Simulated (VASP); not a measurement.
# TaF4 in VASP: single point with PBE

Aim: the single point of TaF4 with PBE.

Program: VASP 6.6.1. These are calculated values, not measurements. Logs are shortened: lines on timing, memory, paths and dates and some standing lists are left out, and cuts for length are marked.

## Step 1: The cell of the first run

The cell holds a molecule in a box, 5 atoms: a = 12.510 Å, b = 12.510 Å, c = 10.290 Å, α = 90.00°, β = 90.00°, γ = 90.00°.

## Step 2: Single point, PBE, collinear spin

INCAR

```
SYSTEM = TaF4
ALGO     = Normal         ! electronic algorithm
EDIFF    = 1E-6           ! SCF threshold, eV
ENCUT    = 520            ! plane-wave cutoff, eV
GGA      = PE             ! functional
GGA_COMPAT= .False.      
ISIF     = 2              ! what is computed and relaxed
ISMEAR   = 0              ! smearing method
ISPIN    = 2              ! spin polarisation
LASPH    = .True.         ! aspherical terms in the spheres
LCHARG   = .False.        ! write CHGCAR
LMAXMIX  = 4              ! l up to which the mixer works
LORBIT   = 11             ! projections on sites
LREAL    = .False.        ! projectors in reciprocal space
LWAVE    = .False.        ! write WAVECAR
MAGMOM   = 1 0 0 0 0      ! initial moments
NBANDS   = 32             ! bands
NELM     = 200            ! most SCF steps
NELMDL   = -8           
PREC     = Accurate       ! precision mode
SIGMA    = 0.01           ! smearing width, eV
```

KPOINTS

```
k-points
0
Gamma
  1 1 1
  0 0 0
```

POSCAR

```
TaF4
1.0
   12.5100000000      0.0000000000      0.0000000000
    0.0000000000     12.5100000000      0.0000000000
    0.0000000000      0.0000000000     10.2900000000
Ta F
1 4
Direct
    0.4999864100      0.4999864100      0.5001370300
    0.6402605900      0.4999864100      0.4373177800
    0.4999864100      0.6402605900      0.5629562700
    0.3597122300      0.4999864100      0.4373177800
    0.4999864100      0.3597122300      0.5629562700
```

Potentials or basis: VASP PAW PBE potentials, release 64 (Ta_sv_GW, F).

Run with:

```console
$ cat potpaw_PBE.64/Ta_sv_GW/POTCAR potpaw_PBE.64/F/POTCAR > POTCAR
$ mpirun -np 1 vasp_gam > vasp.out
```

OUTCAR:

```text
SYSTEM = TaF4
   EDIFF = 1E-6
   ENCUT = 520
   GGA = PE
   ISIF = 2
   ISMEAR = 0
   ISPIN = 2
   LASPH = .True.
   LORBIT = 11
   LREAL = .False.
   NELM = 200
   NELMDL = -8
   PREC = Accurate

 ion  position               nearest neighbor table
   1  0.500  0.500  0.500-   3 1.87   5 1.87   4 1.87   2 1.87
   2  0.640  0.500  0.437-   1 1.87
   3  0.500  0.640  0.563-   1 1.87
   4  0.360  0.500  0.437-   1 1.87
   5  0.500  0.360  0.563-   1 1.87

  LATTYP: Found a simple tetragonal cell.
 ALAT       =    12.5100000000
 C/A-ratio  =     0.8225419664

  Lattice vectors:

 A1 = (  12.5100000000,   0.0000000000,   0.0000000000)
 A2 = (   0.0000000000,  12.5100000000,   0.0000000000)
 A3 = (   0.0000000000,   0.0000000000,  10.2900000000)

Analysis of symmetry for initial positions (statically):
=====================================================================
 Subroutine PRICEL returns:
 Original cell was already a primitive cell.

 Routine SETGRP: Setting up the symmetry group for a
 simple tetragonal supercell.

 Subroutine GETGRP returns: Found  8 space group operations
 (whereof  1 operations were pure point group operations)
 out of a pool of 16 trial point group operations.

The static configuration has the point symmetry C_1 .
 The point group associated with its full space group is D_2d.

Analysis of symmetry for dynamics (positions and initial velocities):
=====================================================================
 Subroutine PRICEL returns:
 Original cell was already a primitive cell.

 Routine SETGRP: Setting up the symmetry group for a
 simple tetragonal supercell.

 Subroutine GETGRP returns: Found  8 space group operations
 (whereof  1 operations were pure point group operations)
 out of a pool of 16 trial point group operations.

The dynamic configuration has the point symmetry C_1 .
 The point group associated with its full space group is D_2d.

Analysis of structural, dynamic, and magnetic symmetry:
=====================================================================
 Subroutine PRICEL returns:
 Original cell was already a primitive cell.

 Routine SETGRP: Setting up the symmetry group for a
 simple tetragonal supercell.

 Subroutine GETGRP returns: Found  8 space group operations
 (whereof  1 operations were pure point group operations)
 out of a pool of 16 trial point group operations.

The overall configuration has the point symmetry C_1 .
 The point group associated with its full space group is D_2d.

 Subroutine INISYM returns: Found  8 space group operations
 (whereof  1 operations are pure point group operations),
 and found     1 'primitive' translations

----------------------------------------------------------------------------------------

                                     Primitive cell

  volume of cell :    1610.3860

  direct lattice vectors                    reciprocal lattice vectors
    12.510000000  0.000000000  0.000000000     0.079936051  0.000000000  0.000000000
     0.000000000 12.510000000  0.000000000     0.000000000  0.079936051  0.000000000
     0.000000000  0.000000000 10.290000000     0.000000000  0.000000000  0.097181730

  length of vectors
    12.510000000 12.510000000 10.290000000     0.079936051  0.079936051  0.097181730

  position of ions in fractional coordinates (direct lattice)
     0.499986410  0.499986410  0.500137030
     0.640260590  0.499986410  0.437317780
     0.499986410  0.640260590  0.562956270
     0.359712230  0.499986410  0.437317780
     0.499986410  0.359712230  0.562956270

  ion indices of the primitive-cell ions
   primitive index   ion index
                 1           1
                 2           2
                 3           3
                 4           4
                 5           5

----------------------------------------------------------------------------------------

 KPOINTS: k-points

Automatic generation of k-mesh.
 Grid dimensions read from file:
 generate k-points for:    1    1    1

 Generating k-lattice:

  Cartesian coordinates                     Fractional coordinates (reciprocal lattice)
     0.079936051  0.000000000  0.000000000     1.000000000  0.000000000  0.000000000
     0.000000000  0.079936051  0.000000000     0.000000000  1.000000000  0.000000000
     0.000000000  0.000000000  0.097181730     0.000000000  0.000000000  1.000000000

  Length of vectors
     0.079936051  0.079936051  0.097181730

  Shift w.r.t. Gamma in fractional coordinates (k-lattice)
     0.000000000  0.000000000  0.000000000

 Subroutine IBZKPT returns following result:
 ===========================================

 Found      1 irreducible k-points:

 Following reciprocal coordinates:
            Coordinates               Weight
  0.000000  0.000000  0.000000      1.000000
   k-points           NKPTS =      1   k-points in BZ     NKDIM =      1   number of bands    NBANDS=     32
   number of dos      NEDOS =    301   number of ions     NIONS =      5
   total plane-waves  NPLWV = 737280
   dimension x,y,z NGX =    96 NGY =   96 NGZ =   80
   dimension x,y,z NGXF=   192 NGYF=  192 NGZF=  160
   ions per type =               1   4
   NGX,Y,Z   is equivalent  to a cutoff of  12.76, 12.76, 12.92 a.u.
   NGXF,Y,Z  is equivalent  to a cutoff of  25.51, 25.51, 25.85 a.u.
 SYSTEM =  TaF4
   PREC   = accura    normal or accurate (medium, high low for compatibility)
   ISTART =      0    job   : 0-new  1-cont  2-samecut
   ICHARG =      2    charge: 1-file 2-atom 10-const
   ISPIN  =      2    spin polarized calculation?
   LNONCOLLINEAR =      F non collinear calculations
   LSORBIT =      F    spin-orbit coupling
   LASPH  =      T    aspherical Exc in radial PAW
   ENCUT  =  520.0 eV  38.22 Ry    6.18 a.u.  23.26 23.26 19.13*2*pi/ulx,y,z
   NELM   =    200;   NELMIN=  2; NELMDL= -8     # of ELM steps
   EDIFF  = 0.1E-05   stopping-criterion for ELM
   LREAL  =      F    real-space projection
   EDIFFG = 0.1E-04   stopping-criterion for IOM
   NSW    =      0    number of steps for IOM
   IBRION =     -1    ionic relax: 0-MD 1-quasi-New 2-CG
   NFREE  =      0    steps in history (QN), initial steepest desc. (CG)
   ISIF   =      2    stress and relaxation
   ISYM   =      2    0-nonsym 1-usesym 2-fastsym
   POTIM  = 0.5000    time-step for ionic-motion
   TEBEG  =    0.0;   TEEND  =   0.0 temperature during run
   PSTRESS=    0.0 pullay stress
   NELECT =      41.0000    total number of electrons
   NUPDOWN=      -1.0000    fix difference up-down
   EMIN   =  10.00;   EMAX   =-10.00  energy-range for DOS
   EFERMI =   0.00;   METHOD = LEGACY
   ISMEAR =     0;   SIGMA  =   0.01  broadening in eV -4-tet -1-fermi 0-gaus
   EFERMI_NEDOS =   21; number of points for ismear=-14 and -15
   IALGO  =     38    algorithm
   IMIX   =      4    mixing-type and parameters
     AMIX     =   0.40;   BMIX     =  1.00
     AMIX_MAG =   1.60;   BMIX_MAG =  1.00
  volume/ion in A,a.u.               =     322.08      2173.48
  Fermi-wavevector in a.u.,A,eV,Ry     =   0.481607  0.910105  3.155807  0.231945
  Thomas-Fermi vector in A             =   1.479791
   LORBIT       =     11    0 simple, 1 ext, 2 COOP (PROOUT), +10 PAW based schemes
   GGA     = PE    functional components
   LHFCALC =     F    Hartree Fock is set to
   AEXX    =    0.0000 exact exchange contribution
   IVDW    =     0    specifies the selected vdW correction
   LEPSILON=     F    determine dielectric tensor
   LRPA    =     F    only Hartree local field effects (RPA)
 spin polarized calculation
 Gauss-broadening in eV      SIGMA  =   0.01
  energy-cutoff  :      520.00
  volume of cell :     1610.39
 maximum number of plane-waves:     21678
 NGX is ok and might be reduce to    96
   NGX = 47   NGY = 47   NGZ = 39

 number of electron      41.0000007 magnetization       1.0000000

 Free energy of the ion-electron system (eV)
  ---------------------------------------------------
  ext. energy  EPLUGINS =         0.00000000
  ---------------------------------------------------
  free energy    TOTEN  =       -35.30221014 eV

  energy without entropy =      -35.30221014  energy(sigma->0) =      -35.30221014

 E-fermi :  -4.8758     XC(G=0):  -0.8355

 val. band max:       -4.9626817100   @ k =   0.0000   0.0000   0.0000
 cond. band min:      -3.4055031753   @ k =   0.0000   0.0000   0.0000
 fundamental gap:      1.5571785347
 Fermi energy:        -4.8757537776

 spin component 1

 k-point     1 :       0.0000    0.0000    0.0000
  band No.  band energies     occupation
      1     -75.0373      1.00000
      2     -41.8892      1.00000
      3     -41.8892      1.00000
      4     -41.5086      1.00000
      5     -29.6104      1.00000
      6     -29.4444      1.00000
[... 24 lines left out ...]
     31       1.0480      0.00000
     32       1.1692      0.00000
 Fermi energy:        -4.8757537776

 spin component 2

 k-point     1 :       0.0000    0.0000    0.0000
  band No.  band energies     occupation
      1     -74.7734      1.00000
      2     -41.6690      1.00000
      3     -41.6690      1.00000
      4     -40.8544      1.00000
      5     -29.5905      1.00000
      6     -29.4166      1.00000
[... 24 lines left out ...]
     31       1.2923      0.00000
     32       1.3152      0.00000

------------------------ aborting loop because EDIFF is reached ----------------------------------------

  FORCE on cell =-STRESS in cart. coord.  units (eV):
  Direction    XX          YY          ZZ          XY          YZ          ZX
  --------------------------------------------------------------------------------------
  -------------------------------------------------------------------------------------
  Total        0.3670640      0.3670640     -0.1002728      0.0000000      0.0000000      0.0000000
  in kB        0.3651930      0.3651930     -0.0997616      0.0000000      0.0000000      0.0000000
  external PRESSURE =       0.2102081 kB  Pullay stress =       0.0000000 kB

 VOLUME and BASIS-vectors are now :
 -----------------------------------------------------------------------------
  energy-cutoff  :      520.00
  volume of cell :     1610.39
      direct lattice vectors                 reciprocal lattice vectors
    12.510000000  0.000000000  0.000000000     0.079936051  0.000000000  0.000000000
     0.000000000 12.510000000  0.000000000     0.000000000  0.079936051  0.000000000
     0.000000000  0.000000000 10.290000000     0.000000000  0.000000000  0.097181730

 POSITION                                       TOTAL-FORCE (eV/Angst)
 -----------------------------------------------------------------------------------
      6.25483      6.25483      5.14641        -0.000000      0.000000      0.000000
      8.00966      6.25483      4.50000         0.177911      0.000000     -0.062155
      6.25483      8.00966      5.79282        -0.000000      0.177911      0.062155
      4.50000      6.25483      4.50000        -0.177911      0.000000     -0.062155
      6.25483      4.50000      5.79282        -0.000000     -0.177911      0.062155
 -----------------------------------------------------------------------------------
    total drift:                               -0.000006     -0.000006      0.000502

  FREE ENERGIE OF THE ION-ELECTRON SYSTEM (eV)
  ---------------------------------------------------
  free  energy   TOTEN  =       -35.3022101424 eV

  energy  without entropy=      -35.3022101424  energy(sigma->0) =      -35.30221014

 total charge

# of ion       s       p       d       f       tot
--------------------------------------------------
    1        3.372   6.068   2.171   0.226  11.837
    2        1.748   4.333   0.000   0.000   6.081
    3        1.748   4.333   0.000   0.000   6.081
    4        1.748   4.333   0.000   0.000   6.081
    5        1.748   4.333   0.000   0.000   6.081
--------------------------------------------------
tot         10.364  23.400   2.171   0.226  36.161

 magnetization (x)

# of ion       s       p       d       f       tot
--------------------------------------------------
    1        0.344  -0.002   0.515   0.003   0.859
    2        0.001   0.007   0.000   0.000   0.008
    3        0.001   0.007   0.000   0.000   0.008
    4        0.001   0.007   0.000   0.000   0.008
    5        0.001   0.007   0.000   0.000   0.008
--------------------------------------------------
tot          0.348   0.026   0.515   0.003   0.891
```

Wall time 5.8 min (1 thread of Intel Xeon 6975P-C (Granite Rapids), shared host); peak memory 1.7 GiB.

Results:

```
Free energy                                           : -35.3022 eV
Largest force                                         : 0.188 eV/Å
Gap between the frontier levels                       : 1.56 eV
Net moment                                            : 1.00 μB per cell
Site moments                                          : Ta +0.86; F +0.01 μB
Valence electrons inside the program's atomic spheres : Ta 11.84; F 6.08
```

Forces on the atoms (eV/Å):
```
Ta   0.000  0.000  0.000
F    0.178  0.000 -0.062
F    0.000  0.178  0.062
F   -0.178  0.000 -0.062
F    0.000 -0.178  0.062
```

Caveat: spin-orbit coupling is left out, which moves the levels of the heavy elements.
